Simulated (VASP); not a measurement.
Rh:

```xyz
2
Lattice="0.0000 2.8943 2.8943 2.8943 0.0000 2.8943 2.8943 2.8943 0.0000" Properties=species:S:1:pos:R:3 pbc="T T T"
Rh    0.0000    0.0000    0.0000
Rh    1.4472    1.4472    1.4472
```

This isn't the form of Rh at room conditions, which is fcc.

| Property | Result |
| --- | --- |
| Program | VASP 6.6.1 |
| Task | relaxation of cell and atoms |
| Functional | PBE |
| Potentials or basis | VASP PAW PBE potentials, release 64 (Rh_pv) |
| Cutoff | 600 eV |
| k mesh | 11 × 11 × 11 |
| Occupations | fermi-dirac, width 0.08 eV |
| Spin | no spin polarisation |

At the start: pressure -12.7 GPa; volume 24.25 Å³/atom.

Task: Where does the relaxation end?

Result: Over 7 steps the energy falls by 151.9 meV/atom and the volume is 20.97 Å³/atom (-13.5 %); space group Fd-3m (No. 227, to 0.1 Å) before and after.

The path:
```tsv
step	energy change (eV)	largest force (eV/Å)	pressure (GPa)	volume (Å³)
1	0.0000	0.0000	-12.74	48.49
2	0.1283	0.0000	27.84	36.18
3	-0.3034	0.0000	-0.56	42.14
4	-0.3038	0.0000	-0.10	41.99
5	-0.3037	0.0000	0.28	41.87
6	-0.3037	0.0000	-0.36	42.07
7	-0.3038	0.0000	0.03	41.95
```

Final structure:
```yaml
crystal:
  lattice:
    - [0.00000, 2.75774, 2.75774]
    - [2.75774, 0.00000, 2.75774]
    - [2.75774, 2.75774, 0.00000]
  atoms:
    - { symbol: Rh, position: [0.00000, 0.00000, 0.00000] }
    - { symbol: Rh, position: [0.25000, 0.25000, 0.25000] }
```
